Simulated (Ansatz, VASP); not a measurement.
# One calculation of Na4H, two programs

The input INCAR:

```
SYSTEM = Na4H
PREC = Accurate
ENCUT = 520
EDIFF = 1E-6
ISMEAR = 0
SIGMA = 0.1
LREAL = .FALSE.
LASPH = .TRUE.
NELM = 100
ALGO = Normal
ISIF = 2
LWAVE = .FALSE.
LCHARG = .FALSE.
LDIPOL = .TRUE.
IDIPOL = 3
DIPOL = 0.5 0.5 0.280
GGA = PE
NBANDS = 40
```

The input KPOINTS:

```
regular mesh
0
G
  4 4 1
  0 0 0
```

The input POSCAR:

```
Na4H
1.0
    7.2665057608      0.0000000000      0.0000000000
   -2.4221685869      6.8509273320      0.0000000000
    0.0000000000      0.0000000000     20.9665385532
Na H
8 2
Direct
    0.2500000000      0.2500000000      0.1907801800
    0.2500000000      0.7500000000      0.1907801800
    0.7500000000      0.2500000000      0.1907801800
    0.7500000000      0.7500000000      0.1907801800
    0.0000000000      0.0000000000      0.3322693699
    0.0000000000      0.5000000000      0.3322693699
    0.5000000000      0.0000000000      0.3322693699
    0.5000000000      0.5000000000      0.3322693699
   -0.1028692503      0.7500000000      0.3537321401
    0.1028692503      0.7500000000      0.3537321401
```

Input for Ansatz:

```yaml
crystal:
  lattice:
    - [7.2665057608, 0.0, 0.0]
    - [-2.4221685869, 6.850927332, 0.0]
    - [0.0, 0.0, 20.9665385532]
  atoms:
    - { symbol: Na, position: [0.25, 0.25, 0.19078018] }
    - { symbol: Na, position: [0.25, 0.75, 0.19078018] }
    - { symbol: Na, position: [0.75, 0.25, 0.19078018] }
    - { symbol: Na, position: [0.75, 0.75, 0.19078018] }
    - { symbol: Na, position: [0.0, 0.0, 0.3322693699] }
    - { symbol: Na, position: [0.0, 0.5, 0.3322693699] }
    - { symbol: Na, position: [0.5, 0.0, 0.3322693699] }
    - { symbol: Na, position: [0.5, 0.5, 0.3322693699] }
    - { symbol: H, position: [-0.1028692503, 0.75, 0.3537321401] }
    - { symbol: H, position: [0.1028692503, 0.75, 0.3537321401] }
basis:
  ecutwfc: 420
kpoints:
  mp_grid: { grid: [4, 4, 1] }
hamiltonian:
  xc: pbe
scf:
  occupations: { method: gaussian, width: 0.1 }
output:
  forces: true
  eigenvalues: true
efield:
  axis: 3
  dipole_correction: true
  ramp_width: 0.04
```

Alike in both runs: task single point; functional PBE; k mesh 4 × 4 × 1; occupations gaussian, width 0.1 eV; no spin polarisation.

|  | VASP | Ansatz |
| --- | --- | --- |
| version | VASP 6.6.1 | Ansatz 0.2.0 |
| potentials or method | VASP PAW PBE potentials, release 64 (Na_pv, H), cutoff 520 eV | scalar-relativistic, plane waves, PAW |
| valence electrons in the cell | 58 | 74 |

```csv
,VASP,Ansatz,Ansatz less VASP
gap on the k mesh at the Fermi level (eV),none,none,-
rms of the force components (eV/Å),0.517,0.511,-0.0066
```

Atom by atom the forces differ by 0.007 eV/Å (rms over components). A gap of «none» marks a metal or a gap that the smearing closes. With one functional, cell and mesh, what is left measures potentials, basis and numerics. VASP's potentials hold 58 valence electrons a cell and Ansatz's 74, so a difference there can come from the potentials and not from the codes.
